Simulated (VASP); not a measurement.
# SnO2 (P4_2/mnm) in VASP: further runs

SnO2 is run at these levels: PBEsol; tasks: single point.

Program: VASP 6.6.1. These are calculated values, not measurements. Logs are shortened: lines on timing, memory, paths and dates and some standing lists are left out, and cuts for length are marked.

## Step 1: The cell of the first run

It takes space group P4_2/mnm (No. 136, tetragonal). The conventional cell has a = 4.849 Å, b = 4.849 Å, c = 3.068 Å, α = 90.00°, β = 90.00°, γ = 90.00°. Sn (site symmetry mmm) has 6 O at 2.04 to 2.09 Å within 2.7 Å. Within 2.7 Å of O (site symmetry m2m) lie 3 Sn at 2.04 to 2.09 Å and 1 O at 2.68 Å.

## Step 2: Single point, PBEsol

Contents of INCAR:

```
SYSTEM = SnO2
PREC = Accurate
ENCUT = 520
EDIFF = 1E-6
ISMEAR = 0
SIGMA = 0.02
LREAL = .False.
LASPH = .True.
NELM = 60
ALGO = Normal
ISIF = 2
LWAVE = .False.
LCHARG = .False.
GGA = PS
NBANDS = 35
```

Contents of KPOINTS:

```
Automatic mesh
0
Gamma
  6 6 8
  0 0 0
```

Contents of POSCAR:

```
SnO2
1.0
    4.8491112340      0.0000000000      0.0000000000
    0.0000000000      4.8491112340      0.0000000000
    0.0000000000      0.0000000000      3.0678380292
Sn O
2 4
Direct
    0.5000000000      0.5000000000      0.5000000000
    0.0000000000      0.0000000000      0.0000000000
    0.1955290710      0.8044709290      0.5000000000
    0.8044709290      0.1955290710      0.5000000000
    0.3044709290      0.3044709290      0.0000000000
    0.6955290710      0.6955290710      0.0000000000
```

Potentials or basis: VASP PAW PBE potentials, release 64 (Sn_d, O).

The run is started by

```
$ cat potpaw_PBE.64/Sn_d/POTCAR potpaw_PBE.64/O/POTCAR > POTCAR
$ mpirun -np 1 vasp_std > vasp.out
```

OUTCAR:

```text
SYSTEM = SnO2
   PREC = Accurate
   ENCUT = 520
   EDIFF = 1E-6
   ISMEAR = 0
   LREAL = .False.
   LASPH = .True.
   NELM = 60
   ISIF = 2
   GGA = PS

 ion  position               nearest neighbor table
   1  0.500  0.500  0.500-   5 2.04   6 2.04   5 2.04   6 2.04   3 2.09   4 2.09   2 3.76   2 3.76
                             2 3.76   2 3.76   2 3.76   2 3.76   2 3.76   2 3.76
   2  0.000  0.000  0.000-   3 2.04   4 2.04   3 2.04   4 2.04   5 2.09   6 2.09   1 3.76   1 3.76
                             1 3.76   1 3.76   1 3.76   1 3.76   1 3.76   1 3.76
   3  0.196  0.804  0.500-   2 2.04   2 2.04   1 2.09
   4  0.804  0.196  0.500-   2 2.04   2 2.04   1 2.09
   5  0.304  0.304  0.000-   1 2.04   1 2.04   2 2.09
   6  0.696  0.696  0.000-   1 2.04   1 2.04   2 2.09

  LATTYP: Found a simple tetragonal cell.
 ALAT       =     4.8491112340
 C/A-ratio  =     0.6326598589

  Lattice vectors:

 A1 = (   4.8491112340,   0.0000000000,   0.0000000000)
 A2 = (   0.0000000000,   4.8491112340,   0.0000000000)
 A3 = (   0.0000000000,   0.0000000000,   3.0678380292)

Analysis of symmetry for initial positions (statically):
=====================================================================
 Subroutine PRICEL returns:
 Original cell was already a primitive cell.

 Routine SETGRP: Setting up the symmetry group for a
 simple tetragonal supercell.

 Subroutine GETGRP returns: Found 16 space group operations
 (whereof  8 operations were pure point group operations)
 out of a pool of 16 trial point group operations.

The static configuration has the point symmetry D_2h.
 The point group associated with its full space group is D_4h.

Analysis of symmetry for dynamics (positions and initial velocities):
=====================================================================
 Subroutine PRICEL returns:
 Original cell was already a primitive cell.

 Routine SETGRP: Setting up the symmetry group for a
 simple tetragonal supercell.

 Subroutine GETGRP returns: Found 16 space group operations
 (whereof  8 operations were pure point group operations)
 out of a pool of 16 trial point group operations.

The dynamic configuration has the point symmetry D_2h.
 The point group associated with its full space group is D_4h.

 Subroutine INISYM returns: Found 16 space group operations
 (whereof  8 operations are pure point group operations),
 and found     1 'primitive' translations

----------------------------------------------------------------------------------------

                                     Primitive cell

  volume of cell :      72.1368

  direct lattice vectors                    reciprocal lattice vectors
     4.849111234  0.000000000  0.000000000     0.206223358  0.000000000  0.000000000
     0.000000000  4.849111234  0.000000000     0.000000000  0.206223358  0.000000000
     0.000000000  0.000000000  3.067838029     0.000000000  0.000000000  0.325962450

  length of vectors
     4.849111234  4.849111234  3.067838029     0.206223358  0.206223358  0.325962450

  position of ions in fractional coordinates (direct lattice)
     0.500000000  0.500000000  0.500000000
     0.000000000  0.000000000  0.000000000
     0.195529071  0.804470929  0.500000000
     0.804470929  0.195529071  0.500000000
     0.304470929  0.304470929  0.000000000
     0.695529071  0.695529071  0.000000000

  ion indices of the primitive-cell ions
   primitive index   ion index
                 1           1
                 2           2
                 3           3
                 4           4
                 5           5
                 6           6

----------------------------------------------------------------------------------------

 KPOINTS: Automatic mesh

Automatic generation of k-mesh.
 Grid dimensions read from file:
 generate k-points for:    6    6    8

 Generating k-lattice:

  Cartesian coordinates                     Fractional coordinates (reciprocal lattice)
     0.034370560  0.000000000  0.000000000     0.166666667  0.000000000  0.000000000
     0.000000000  0.034370560  0.000000000     0.000000000  0.166666667  0.000000000
     0.000000000  0.000000000  0.040745306     0.000000000  0.000000000  0.125000000

  Length of vectors
     0.034370560  0.034370560  0.040745306

  Shift w.r.t. Gamma in fractional coordinates (k-lattice)
     0.000000000  0.000000000  0.000000000

 Subroutine IBZKPT returns following result:
 ===========================================

 Found     50 irreducible k-points:

 Following reciprocal coordinates:
            Coordinates               Weight
  0.000000  0.000000  0.000000      1.000000
  0.166667  0.000000  0.000000      4.000000
  0.333333  0.000000  0.000000      4.000000
  0.500000  0.000000  0.000000      2.000000
  0.166667  0.166667  0.000000      4.000000
  0.333333  0.166667  0.000000      8.000000
[... 16 lines left out ...]
  0.333333  0.000000  0.250000      8.000000
  0.500000  0.000000  0.250000      4.000000
 [... further k-points ...]
   k-points           NKPTS =     50   k-points in BZ     NKDIM =     50   number of bands    NBANDS=     35
   number of dos      NEDOS =    301   number of ions     NIONS =      6
   total plane-waves  NPLWV =  31104
   dimension x,y,z NGX =    36 NGY =   36 NGZ =   24
   dimension x,y,z NGXF=    72 NGYF=   72 NGZF=   48
   ions per type =               2   4
   NGX,Y,Z   is equivalent  to a cutoff of  12.34, 12.34, 13.01 a.u.
   NGXF,Y,Z  is equivalent  to a cutoff of  24.68, 24.68, 26.01 a.u.
 SYSTEM =  SnO2
   PREC   = accura    normal or accurate (medium, high low for compatibility)
   ISTART =      0    job   : 0-new  1-cont  2-samecut
   ICHARG =      2    charge: 1-file 2-atom 10-const
   ISPIN  =      1    spin polarized calculation?
   LNONCOLLINEAR =      F non collinear calculations
   LSORBIT =      F    spin-orbit coupling
   LASPH  =      T    aspherical Exc in radial PAW
   ENCUT  =  520.0 eV  38.22 Ry    6.18 a.u.   9.02  9.02  5.70*2*pi/ulx,y,z
   NELM   =     60;   NELMIN=  2; NELMDL= -5     # of ELM steps
   EDIFF  = 0.1E-05   stopping-criterion for ELM
   LREAL  =      F    real-space projection
   EDIFFG = 0.1E-04   stopping-criterion for IOM
   NSW    =      0    number of steps for IOM
   IBRION =     -1    ionic relax: 0-MD 1-quasi-New 2-CG
   NFREE  =      0    steps in history (QN), initial steepest desc. (CG)
   ISIF   =      2    stress and relaxation
   ISYM   =      2    0-nonsym 1-usesym 2-fastsym
   POTIM  = 0.5000    time-step for ionic-motion
   TEBEG  =    0.0;   TEEND  =   0.0 temperature during run
   PSTRESS=    0.0 pullay stress
   NELECT =      52.0000    total number of electrons
   NUPDOWN=      -1.0000    fix difference up-down
   EMIN   =  10.00;   EMAX   =-10.00  energy-range for DOS
   EFERMI =   0.00;   METHOD = LEGACY
   ISMEAR =     0;   SIGMA  =   0.02  broadening in eV -4-tet -1-fermi 0-gaus
   EFERMI_NEDOS =   21; number of points for ismear=-14 and -15
   IALGO  =     38    algorithm
   IMIX   =      4    mixing-type and parameters
     AMIX     =   0.40;   BMIX     =  1.00
     AMIX_MAG =   1.60;   BMIX_MAG =  1.00
  volume/ion in A,a.u.               =      12.02        81.13
  Fermi-wavevector in a.u.,A,eV,Ry     =   1.467879  2.773890 29.316064  2.154670
  Thomas-Fermi vector in A             =   2.583444
   LORBIT       =      0    0 simple, 1 ext, 2 COOP (PROOUT), +10 PAW based schemes
   GGA     = PS    functional components
   LHFCALC =     F    Hartree Fock is set to
   AEXX    =    0.0000 exact exchange contribution
   IVDW    =     0    specifies the selected vdW correction
   LEPSILON=     F    determine dielectric tensor
   LRPA    =     F    only Hartree local field effects (RPA)
 non-spin polarized calculation
 Gauss-broadening in eV      SIGMA  =   0.02
  energy-cutoff  :      520.00
  volume of cell :       72.14
 maximum number of plane-waves:      1966
   NGX = 19   NGY = 19   NGZ = 11

 number of electron      52.0000004 magnetization

 Free energy of the ion-electron system (eV)
  ---------------------------------------------------
  ext. energy  EPLUGINS =         0.00000000
  ---------------------------------------------------
  free energy    TOTEN  =       -39.50625509 eV

  energy without entropy =      -39.50625509  energy(sigma->0) =      -39.50625509

 E-fermi :   6.0287     XC(G=0): -11.4666

 val. band max:        5.9017793242   @ k =   0.0000   0.0000   0.0000
 cond. band min:       7.1172261161   @ k =   0.0000   0.0000   0.0000
 fundamental gap:      1.2154467919
 Fermi energy:         6.0286718804

 k-point     1 :       0.0000    0.0000    0.0000
  band No.  band energies     occupation
      1     -15.1906      2.00000
      2     -14.5086      2.00000
      3     -14.1040      2.00000
      4     -14.0582      2.00000
      5     -14.0582      2.00000
      6     -13.9327      2.00000
[... 27 lines left out ...]
     34      17.4738      0.00000
     35      18.0503      0.00000

 k-point     2 :       0.1667    0.0000    0.0000
  band No.  band energies     occupation
      1     -15.1515      2.00000
      2     -14.5524      2.00000
      3     -14.1017      2.00000
      4     -14.0566      2.00000
      5     -14.0565      2.00000
      6     -13.9701      2.00000
[... 27 lines left out ...]
     34      17.4539      0.00000
     35      18.0970      0.00000

 k-point     3 :       0.3333    0.0000    0.0000
  band No.  band energies     occupation
      1     -15.0389      2.00000
      2     -14.6859      2.00000
      3     -14.0938      2.00000
      4     -14.0533      2.00000
      5     -14.0532      2.00000
      6     -14.0371      2.00000
[... 27 lines left out ...]
     34      17.8671      0.00000
     35      18.0877      0.00000
[... 723 lines left out ...]
 k-point    23 :       0.3333    0.0000    0.2500
  band No.  band energies     occupation
      1     -14.8846      2.00000
      2     -14.7700      2.00000
      3     -14.4567      2.00000
      4     -14.2181      2.00000
      5     -13.9703      2.00000
      6     -13.9555      2.00000
[... 27 lines left out ...]
     34      17.6847      0.00000
     35      18.0681      0.00000

 k-point    24 :       0.5000    0.0000    0.2500
  band No.  band energies     occupation
      1     -14.8477      2.00000
      2     -14.8477      2.00000
      3     -14.3247      2.00000
      4     -14.3247      2.00000
      5     -13.9649      2.00000
      6     -13.9649      2.00000
[... 27 lines left out ...]
     34      17.8273      0.00000
     35      18.4072      0.00000

 [... further k-points ...]
[... 5 lines left out ...]
  --------------------------------------------------------------------------------------
  -------------------------------------------------------------------------------------
  Total        0.2583132      0.2583132      7.2806792     -0.0000000      0.0000000      0.0000000
  in kB        5.7372066      5.7372066    161.7058592     -0.0000000      0.0000000      0.0000000
  external PRESSURE =      57.7267575 kB  Pullay stress =       0.0000000 kB

 VOLUME and BASIS-vectors are now :
 -----------------------------------------------------------------------------
  energy-cutoff  :      520.00
  volume of cell :       72.14
      direct lattice vectors                 reciprocal lattice vectors
     4.849111234  0.000000000  0.000000000     0.206223358  0.000000000  0.000000000
     0.000000000  4.849111234  0.000000000     0.000000000  0.206223358  0.000000000
     0.000000000  0.000000000  3.067838029     0.000000000  0.000000000  0.325962450

 POSITION                                       TOTAL-FORCE (eV/Angst)
 -----------------------------------------------------------------------------------
      2.42456      2.42456      1.53392         0.000000      0.000000      0.000000
      0.00000      0.00000      0.00000         0.000000      0.000000      0.000000
      0.94814      3.90097      1.53392         0.021480     -0.021480      0.000000
      3.90097      0.94814      1.53392        -0.021480      0.021480      0.000000
      1.47641      1.47641      0.00000        -0.021480     -0.021480     -0.000000
      3.37270      3.37270      0.00000         0.021480      0.021480      0.000000
 -----------------------------------------------------------------------------------
    total drift:                               -0.000000      0.000000     -0.000000

  FREE ENERGIE OF THE ION-ELECTRON SYSTEM (eV)
  ---------------------------------------------------
  free  energy   TOTEN  =       -39.5062550862 eV

  energy  without entropy=      -39.5062550862  energy(sigma->0) =      -39.50625509
```

It took 2.2 min on 1 thread of AMD EPYC 7R13 (Zen 3), shared host; peak memory 0.2 GiB.

What came out:

```
Free energy            : -39.5063 eV
Pressure               : 5.8 GPa
Largest force          : 0.030 eV/Å
Band gap on the k mesh : 1.22 eV, direct
```

Forces on the atoms (eV/Å):
```
Sn   0.000  0.000  0.000
Sn   0.000  0.000  0.000
O    0.021 -0.021  0.000
O   -0.021  0.021  0.000
O   -0.021 -0.021  0.000
O    0.021  0.021  0.000
```

Stress tensor (GPa, compression positive):
```
 0.57  0.00  0.00
 0.00  0.57  0.00
 0.00  0.00 16.17
```

Caveat: the PAW data sets were made with another functional, which shifts forces and pressure a little; spin-orbit coupling is left out, which moves the levels of the heavy elements.

## Step 3: Single point, PBEsol (uniaxial strain along c: -1.5 %)

Contents of INCAR:

```
SYSTEM = SnO2
ALGO = Normal ; EDIFF = 1E-7
ENCUT = 520 ; GGA = PS
ISIF = 2 ; ISMEAR = 0
LASPH = .True. ; LCHARG = .True.
LELF = .True. ; LREAL = .False.
LVHAR = .True. ; LWAVE = .False.
NBANDS = 35 ; NELM = 100
PREC = Accurate ; SIGMA = 0.02
```

Contents of KPOINTS:

```
k-points
0
Gamma
  6 6 8
  0 0 0
```

Contents of POSCAR:

```
SnO2
1.0
    4.7863217587      0.0000000000      0.0000000000
    0.0000000000      4.7863217587      0.0000000000
    0.0000000000      0.0000000000      3.1642099045
Sn O
2 4
Direct
    0.5000000000      0.5000000000      0.5000000000
    0.0000000000      0.0000000000      0.0000000000
    0.1937455548      0.8062544452      0.5000000000
    0.8062544452      0.1937455548      0.5000000000
    0.3062544452      0.3062544452      0.0000000000
    0.6937455548      0.6937455548      0.0000000000
```

Potentials or basis: VASP PAW PBE potentials, release 64 (Sn_d, O).

The run is started by

```
$ cat potpaw_PBE.64/Sn_d/POTCAR potpaw_PBE.64/O/POTCAR > POTCAR
$ mpirun -np 1 vasp_std > vasp.out
```

Run time: 2.4 min. Hardware: 1 thread of AMD EPYC 7R13 (Zen 3), shared host; peak memory 0.2 GiB.

The run converged. Its results:

- Free energy: -39.6478 eV
- Pressure: 3.1 GPa
- Largest force: 0.108 eV/Å
- Band gap on the k mesh: 1.07 eV, direct

Forces in eV/Å, atoms in the order of the input:
```
Sn   0.000  0.000  0.000
Sn   0.000  0.000  0.000
O    0.076 -0.076  0.000
O   -0.076  0.076  0.000
O   -0.076 -0.076  0.000
O    0.076  0.076  0.000
```

Stress tensor (GPa, compression positive):
```
1.40 0.00 0.00
0.00 1.40 0.00
0.00 0.00 6.40
```

Levels at points of the mesh, in eV from the valence-band top:
```tsv
k point	band 23	band 24	band 25	band 26	band 27	band 28	band 29	band 30
(0.00, 0.00, 0.00)	-1.22	-0.81	-0.81	0.00	1.07	6.09	6.21	6.21
(0.50, 0.00, 0.00)	-1.18	-1.18	-0.66	-0.66	4.23	4.23	6.98	6.98
(0.50, 0.50, 0.00)	-1.29	-1.29	-0.94	-0.94	4.68	4.68	7.37	7.37
(0.00, 0.00, 0.50)	-1.66	-1.66	-1.26	-1.26	5.99	5.99	9.44	9.44
(0.50, 0.00, 0.50)	-1.12	-1.12	-0.76	-0.76	6.24	6.24	7.70	7.70
(0.50, 0.50, 0.50)	-0.99	-0.99	-0.86	-0.86	4.61	4.61	8.64	8.64
```

Caveat: the cell differs from its parent crystal (uniaxial strain along c: -1.5 %); the PAW data sets were made with another functional, which shifts forces and pressure a little; spin-orbit coupling is left out, which moves the levels of the heavy elements.

## Step 4: Single point, PBEsol (uniaxial strain along c: -3.0 %, then relaxed in part)

Contents of INCAR:

```
SYSTEM = SnO2
PREC = Accurate
ENCUT = 520
EDIFF = 1E-6
ISMEAR = 0
SIGMA = 0.02
LREAL = .FALSE.
LASPH = .TRUE.
NELM = 60
ALGO = Normal
ISIF = 2
LWAVE = .FALSE.
LCHARG = .FALSE.
GGA = PS
NBANDS = 35
```

Contents of KPOINTS:

```
regular mesh
0
G
  6 6 8
  0 0 0
```

Contents of POSCAR:

```
SnO2
1.0
    4.8219591020      0.0000000000      0.0000000000
    0.0000000000      4.8219591020      0.0000000000
    0.0000000000      0.0000000000      3.1160239668
Sn O
2 4
Direct
    0.5000000000      0.5000000000      0.5000000000
    0.0000000000      0.0000000000      0.0000000000
    0.1948790082      0.8051209918      0.5000000000
    0.8051209918      0.1948790082      0.5000000000
    0.3051209918      0.3051209918      0.0000000000
    0.6948790082      0.6948790082      0.0000000000
```

The run is started by

```
$ cat potpaw_PBE.64/Sn_d/POTCAR potpaw_PBE.64/O/POTCAR > POTCAR
$ mpirun -np 1 vasp_std > vasp.out
```

Run time: 2.4 min. Hardware: 1 thread of AMD EPYC 7R13 (Zen 3), shared host; peak memory 0.2 GiB.

It converged, with:

```yaml
Free_energy: -39.5974 eV
Pressure: 3.9 GPa
Largest_force: 0.023 eV/Å
Band_gap_on_the_k_mesh: 1.12 eV, direct
```

Forces on the atoms (eV/Å):
```
Sn   0.000  0.000  0.000
Sn   0.000  0.000  0.000
O    0.017 -0.017  0.000
O   -0.017  0.017  0.000
O   -0.017 -0.017  0.000
O    0.017  0.017  0.000
```

Stress tensor (GPa, compression positive):
```
 0.57  0.00  0.00
 0.00  0.57  0.00
 0.00  0.00 10.66
```

Levels at points of the mesh, in eV from the valence-band top:
```
           k point  band 24  band 25  band 26  band 27  band 28  band 29
(0.00, 0.00, 0.00)    -0.84    -0.84     0.00     1.12     6.34     6.35
(0.50, 0.00, 0.00)    -1.13    -0.68    -0.68     4.25     4.25     7.17
(0.50, 0.50, 0.00)    -1.23    -0.99    -0.99     4.77     4.77     7.50
(0.00, 0.00, 0.50)    -1.65    -1.27    -1.27     5.98     5.98     9.33
(0.50, 0.00, 0.50)    -1.14    -0.81    -0.81     6.21     6.21     7.55
(0.50, 0.50, 0.50)    -0.99    -0.89    -0.89     4.53     4.53     8.67
```

Caveat: the cell differs from its parent crystal (uniaxial strain along c: -3.0 %, then relaxed in part); the PAW data sets were made with another functional, which shifts forces and pressure a little; spin-orbit coupling is left out, which moves the levels of the heavy elements.

(Part 1 of 2 ends here.)
